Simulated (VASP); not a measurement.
# TiC (I4/mmm) in VASP: notebook

Runs on TiC. Level: LDA. Tasks: single point.

Everything below comes from runs of VASP 6.6.1. Logs are shortened: lines on timing, memory, paths and dates and some standing lists are left out, and cuts for length are marked.

## 1. The cell of the first run

It takes space group I4/mmm (No. 139, tetragonal). The conventional cell has a = 3.435 Å, b = 3.435 Å, c = 3.435 Å, α = 90.00°, β = 90.00°, γ = 90.00°. Within 2.3 Å of Ti (site symmetry 4/mmm) lie 2 C at 1.72 Å. Within 2.3 Å of C (site symmetry 4/mmm) lie 2 Ti at 1.72 Å.

## 2. Single point, LDA

INCAR reads:

```
SYSTEM = TiC
ALGO     = Normal         ! electronic algorithm
EDIFF    = 1E-6           ! SCF threshold, eV
ENCUT    = 520            ! plane-wave cutoff, eV
ISIF     = 2              ! what is computed and relaxed
ISMEAR   = 0              ! smearing method
LASPH    = .True.         ! aspherical terms in the spheres
LCHARG   = .False.        ! write CHGCAR
LREAL    = .False.        ! projectors in reciprocal space
LWAVE    = .False.        ! write WAVECAR
NBANDS   = 15             ! bands
NELM     = 100            ! most SCF steps
PREC     = Accurate       ! precision mode
SIGMA    = 0.15           ! smearing width, eV
```

KPOINTS reads:

```
k-points
0
Gamma
  20 20 20
  0 0 0
```

POSCAR reads:

```
TiC
1.0
    0.0000000000      2.4291301541      1.7173950190
    2.4291301541      0.0000000000      1.7173950190
    2.4291301541      2.4291301541      0.0000000000
Ti C
1 1
Direct
    0.0000000000      0.0000000000      0.0000000000
    0.5000000000      0.5000000000      0.5000000000
```

Potentials or basis: VASP PAW LDA potentials, release 64 (Ti_sv, C).

Run with:

```bash
$ cat potpaw_LDA.64/Ti_sv/POTCAR potpaw_LDA.64/C/POTCAR > POTCAR
$ mpirun -np 1 vasp_std > vasp.out
```

OUTCAR:

```text
SYSTEM = TiC
   EDIFF = 1E-6
   ENCUT = 520
   ISIF = 2
   ISMEAR = 0
   LASPH = .True.
   LREAL = .False.
   NELM = 100
   PREC = Accurate

 ion  position               nearest neighbor table
   1  0.000  0.000  0.000-   2 1.72   2 1.72   2 2.43   2 2.43   2 2.43   2 2.43
   2  0.500  0.500  0.500-   1 1.72   1 1.72   1 2.43   1 2.43   1 2.43   1 2.43

  LATTYP: Found a body centered tetragonal cell.
 ALAT       =     3.4353088087
 C/A-ratio  =     0.9998489886

  Lattice vectors:

 A1 = (   0.0000000000,  -2.4291301541,  -1.7173950190)
 A2 = (   0.0000000000,   2.4291301541,  -1.7173950190)
 A3 = (   2.4291301541,   0.0000000000,   1.7173950190)

Analysis of symmetry for initial positions (statically):
=====================================================================
 Subroutine PRICEL returns:
 Original cell was already a primitive cell.

 Routine SETGRP: Setting up the symmetry group for a
 body centered tetragonal supercell.

 Subroutine GETGRP returns: Found 16 space group operations
 (whereof 16 operations were pure point group operations)
 out of a pool of 16 trial point group operations.

The static configuration has the point symmetry D_4h.

Analysis of symmetry for dynamics (positions and initial velocities):
=====================================================================
 Subroutine PRICEL returns:
 Original cell was already a primitive cell.

 Routine SETGRP: Setting up the symmetry group for a
 body centered tetragonal supercell.

 Subroutine GETGRP returns: Found 16 space group operations
 (whereof 16 operations were pure point group operations)
 out of a pool of 16 trial point group operations.

The dynamic configuration has the point symmetry D_4h.

 Subroutine INISYM returns: Found 16 space group operations
 (whereof 16 operations are pure point group operations),
 and found     1 'primitive' translations

----------------------------------------------------------------------------------------

                                     Primitive cell

  volume of cell :      20.2676

  direct lattice vectors                    reciprocal lattice vectors
     0.000000000  2.429130154  1.717395019    -0.205834998  0.205834998  0.291138611
     2.429130154  0.000000000  1.717395019     0.205834998 -0.205834998  0.291138611
     2.429130154  2.429130154  0.000000000     0.205834998  0.205834998 -0.291138611

  length of vectors
     2.974914950  2.974914950  3.435308809     0.411701085  0.411701085  0.411701085

  position of ions in fractional coordinates (direct lattice)
     0.000000000  0.000000000  0.000000000
     0.500000000  0.500000000  0.500000000

  ion indices of the primitive-cell ions
   primitive index   ion index
                 1           1
                 2           2

----------------------------------------------------------------------------------------

 KPOINTS: k-points

Automatic generation of k-mesh.
 Grid dimensions read from file:
 generate k-points for:   20   20   20

 Generating k-lattice:

  Cartesian coordinates                     Fractional coordinates (reciprocal lattice)
    -0.010291750  0.010291750  0.014556931     0.050000000  0.000000000  0.000000000
     0.010291750 -0.010291750  0.014556931     0.000000000  0.050000000  0.000000000
     0.010291750  0.010291750 -0.014556931    -0.000000000 -0.000000000  0.050000000

  Length of vectors
     0.020585054  0.020585054  0.020585054

  Shift w.r.t. Gamma in fractional coordinates (k-lattice)
     0.000000000  0.000000000  0.000000000

 Subroutine IBZKPT returns following result:
 ===========================================

 Found    641 irreducible k-points:

 Following reciprocal coordinates:
            Coordinates               Weight
  0.000000  0.000000  0.000000      1.000000
  0.050000 -0.000000  0.000000      8.000000
  0.100000 -0.000000  0.000000      8.000000
  0.150000 -0.000000  0.000000      8.000000
  0.200000 -0.000000  0.000000      8.000000
  0.250000 -0.000000  0.000000      8.000000
[... 16 lines left out ...]
 -0.400000  0.050000  0.000000      8.000000
 -0.350000  0.050000  0.000000      8.000000
 [... further k-points ...]
   k-points           NKPTS =    641   k-points in BZ     NKDIM =    641   number of bands    NBANDS=     15
   number of dos      NEDOS =    301   number of ions     NIONS =      2
   total plane-waves  NPLWV =  16128
   dimension x,y,z NGX =    24 NGY =   24 NGZ =   28
   dimension x,y,z NGXF=    48 NGYF=   48 NGZF=   56
   ions per type =               1   1
   NGX,Y,Z   is equivalent  to a cutoff of  13.41, 13.41, 13.55 a.u.
   NGXF,Y,Z  is equivalent  to a cutoff of  26.82, 26.82, 27.10 a.u.
 SYSTEM =  TiC
   PREC   = accura    normal or accurate (medium, high low for compatibility)
   ISTART =      0    job   : 0-new  1-cont  2-samecut
   ICHARG =      2    charge: 1-file 2-atom 10-const
   ISPIN  =      1    spin polarized calculation?
   LNONCOLLINEAR =      F non collinear calculations
   LSORBIT =      F    spin-orbit coupling
   LASPH  =      T    aspherical Exc in radial PAW
   ENCUT  =  520.0 eV  38.22 Ry    6.18 a.u.   5.53  5.53  6.39*2*pi/ulx,y,z
   NELM   =    100;   NELMIN=  2; NELMDL= -5     # of ELM steps
   EDIFF  = 0.1E-05   stopping-criterion for ELM
   LREAL  =      F    real-space projection
[... 7 lines left out ...]
   TEBEG  =    0.0;   TEEND  =   0.0 temperature during run
   PSTRESS=    0.0 pullay stress
   NELECT =      16.0000    total number of electrons
   NUPDOWN=      -1.0000    fix difference up-down
   EMIN   =  10.00;   EMAX   =-10.00  energy-range for DOS
   EFERMI =   0.00;   METHOD = LEGACY
   ISMEAR =     0;   SIGMA  =   0.15  broadening in eV -4-tet -1-fermi 0-gaus
   EFERMI_NEDOS =   21; number of points for ismear=-14 and -15
   IALGO  =     38    algorithm
   IMIX   =      4    mixing-type and parameters
     AMIX     =   0.40;   BMIX     =  1.00
     AMIX_MAG =   1.60;   BMIX_MAG =  1.00
  volume/ion in A,a.u.               =      10.13        68.39
  Fermi-wavevector in a.u.,A,eV,Ry     =   1.513030  2.859212 31.147275  2.289260
  Thomas-Fermi vector in A             =   2.622876
   LORBIT       =      0    0 simple, 1 ext, 2 COOP (PROOUT), +10 PAW based schemes
   GGA     = CA    functional components
   LHFCALC =     F    Hartree Fock is set to
   AEXX    =    0.0000 exact exchange contribution
   IVDW    =     0    specifies the selected vdW correction
   LEPSILON=     F    determine dielectric tensor
   LRPA    =     F    only Hartree local field effects (RPA)
 non-spin polarized calculation
 Gauss-broadening in eV      SIGMA  =   0.15
  energy-cutoff  :      520.00
  volume of cell :       20.27
 maximum number of plane-waves:       563
 NGX is ok and might be reduce to    24

 number of electron      15.9999999 magnetization

 Free energy of the ion-electron system (eV)
  ---------------------------------------------------
  ext. energy  EPLUGINS =         0.00000000
  ---------------------------------------------------
  free energy    TOTEN  =       -17.56333130 eV

  energy without entropy =      -17.55673913  energy(sigma->0) =      -17.56003522

 E-fermi :   9.4384     XC(G=0): -12.7891

 val. band max:        9.4330073399   @ k =  -0.3500   0.4500   0.1000
 cond. band min:       9.4419801532   @ k =  -0.3500   0.4500   0.1500
 fundamental gap:      0.0089728132
 Fermi energy:         9.4384049580

 k-point     1 :       0.0000    0.0000    0.0000
  band No.  band energies     occupation
      1     -46.2355      2.00000
      2     -23.0757      2.00000
      3     -22.6437      2.00000
      4     -22.6437      2.00000
      5      -2.9836      2.00000
      6       9.3472      1.61036
      7       9.6620      0.03500
      8       9.6620      0.03500
      9       9.8407      0.00015
     10      10.2644      0.00000
     11      10.2644      0.00000
     12      11.8358      0.00000
     13      12.9991      0.00000
     14      23.0527      0.00000
     15      24.8523      0.00000

 k-point     2 :       0.0500   -0.0000    0.0000
  band No.  band energies     occupation
      1     -46.2335      2.00000
      2     -23.0823      2.00000
      3     -22.6500      2.00000
      4     -22.6476      2.00000
      5      -2.9156      2.00000
      6       8.8767      2.00000
      7       9.1055      1.99830
      8       9.4660      0.79440
      9       9.8334      0.00020
     10      10.8566      0.00000
     11      10.9365      0.00000
     12      11.8531      0.00000
     13      12.9953      0.00000
     14      23.1327      0.00000
     15      24.7112      0.00000

 k-point     3 :       0.1000   -0.0000    0.0000
  band No.  band energies     occupation
      1     -46.2275      2.00000
      2     -23.1028      2.00000
      3     -22.6667      2.00000
      4     -22.6589      2.00000
      5      -2.7141      2.00000
      6       8.0545      2.00000
      7       8.3467      2.00000
      8       9.2726      1.88201
      9      10.0017      0.00000
     10      11.4512      0.00000
     11      11.8461      0.00000
     12      12.0261      0.00000
     13      13.0849      0.00000
     14      23.2998      0.00000
     15      24.3324      0.00000
[... 343 lines left out ...]
 k-point    23 :      -0.4000    0.0500    0.0000
  band No.  band energies     occupation
      1     -46.1569      2.00000
      2     -23.4237      2.00000
      3     -22.7922      2.00000
      4     -22.7592      2.00000
      5       0.3529      2.00000
      6       4.0948      2.00000
      7       5.5217      2.00000
      8       6.3590      2.00000
      9      11.6875      0.00000
     10      12.5952      0.00000
     11      13.9609      0.00000
     12      16.2814      0.00000
     13      17.7199      0.00000
     14      18.2418      0.00000
     15      22.4390      0.00000

 k-point    24 :      -0.3500    0.0500    0.0000
  band No.  band energies     occupation
      1     -46.1661      2.00000
      2     -23.3716      2.00000
      3     -22.7751      2.00000
      4     -22.7594      2.00000
      5      -0.3228      2.00000
      6       4.5683      2.00000
      7       5.7881      2.00000
      8       7.0461      2.00000
      9      11.7455      0.00000
     10      12.1295      0.00000
     11      13.4093      0.00000
     12      15.7792      0.00000
     13      17.1472      0.00000
     14      18.9890      0.00000
     15      23.2121      0.00000

 [... further k-points ...]
[... 5 lines left out ...]
  --------------------------------------------------------------------------------------
  -------------------------------------------------------------------------------------
  Total       -4.1786301     -4.1786301     24.8876517      0.0000000     -0.0000000      0.0000000
  in kB     -330.3259918   -330.3259918   1967.4003218      0.0000000     -0.0000000      0.0000000
  external PRESSURE =     435.5827794 kB  Pullay stress =       0.0000000 kB

 VOLUME and BASIS-vectors are now :
 -----------------------------------------------------------------------------
  energy-cutoff  :      520.00
  volume of cell :       20.27
      direct lattice vectors                 reciprocal lattice vectors
     0.000000000  2.429130154  1.717395019    -0.205834998  0.205834998  0.291138611
     2.429130154  0.000000000  1.717395019     0.205834998 -0.205834998  0.291138611
     2.429130154  2.429130154  0.000000000     0.205834998  0.205834998 -0.291138611

 POSITION                                       TOTAL-FORCE (eV/Angst)
 -----------------------------------------------------------------------------------
      0.00000      0.00000      0.00000         0.000000     -0.000000     -0.000000
      2.42913      2.42913      1.71740        -0.000000      0.000000      0.000000
 -----------------------------------------------------------------------------------
    total drift:                                0.000000     -0.000000     -0.000000

  FREE ENERGIE OF THE ION-ELECTRON SYSTEM (eV)
  ---------------------------------------------------
  free  energy   TOTEN  =       -17.5633313013 eV

  energy  without entropy=      -17.5567391297  energy(sigma->0) =      -17.56003522
```

Run time: 3.1 min. Hardware: 1 thread of Intel Xeon 8259CL, shared host; peak memory 0.3 GiB.

What came out:

* Free energy: -17.5633 eV
* Pressure: 43.6 GPa
* Band gap on the k mesh: zero (bands 8 and 9 overlap by 2.16 eV)

Caveat: the stress differs along the axes, from -33 to 197 GPa.

## 3. Single point, LDA

This run uses another cell than the first one, of the same volume but with other edges.

INCAR reads:

```
  ALGO = Normal
  EDIFF = 1E-6
  ENCUT = 520
  ISIF = 2
  ISMEAR = 0
  LASPH = T
  LCHARG = F
  LREAL = F
  LWAVE = F
  NBANDS = 15
  NELM = 80
  PREC = Accurate
  SIGMA = 0.15
```

KPOINTS reads:

```
k-points
0
Gamma
  20 20 20
```

POSCAR reads:

```
TiC
1.0
    0.0000000000      1.9280018810      2.7261946598
    1.9280018810      0.0000000000      2.7261946598
    1.9280018810      1.9280018810      0.0000000000
Ti C
1 1
Direct
    0.0000000000      0.0000000000      0.0000000000
    0.5000000000      0.5000000000      0.5000000000
```

Potentials or basis: VASP PAW LDA potentials, release 64 (Ti_sv, C).

Run with:

```bash
$ cat potpaw_LDA.64/Ti_sv/POTCAR potpaw_LDA.64/C/POTCAR > POTCAR
$ mpirun -np 1 vasp_std > vasp.out
```

Wall time 3.1 min (1 thread of Intel Xeon 8259CL, shared host); peak memory 0.3 GiB.

The run converged. Its results:

* Free energy: -18.8264 eV
* Pressure: 41.2 GPa
* Band gap on the k mesh: zero (bands 8 and 9 overlap by 2.58 eV)

Stress tensor (GPa, compression positive):
```
 80.51   0.00   0.00
  0.00  80.51   0.00
  0.00   0.00 -37.48
```

Levels at points of the mesh, in eV from the Fermi level:
```
           k point  band 4  band 5  band 6  band 7  band 8  band 9  band 10  band 11  band 12  band 13
(0.00, 0.00, 0.00)  -31.84  -12.28   -0.94   -0.93    0.49    1.91     1.91     2.25     2.25     2.96
(0.50, 0.00, 0.00)  -31.73   -8.08   -5.95   -4.03   -3.35    3.04     3.11     5.24     6.46     6.56
(0.50, 0.50, 0.00)  -31.88  -10.88   -4.93   -1.61    1.68    1.68     3.13     3.31     3.31     4.41
(0.50, 0.00, 0.50)  -32.32  -10.29   -1.83   -1.42   -0.28   -0.23     1.91     2.38     5.06     8.22
```

Caveat: the stress differs along the axes, from -37 to 81 GPa.
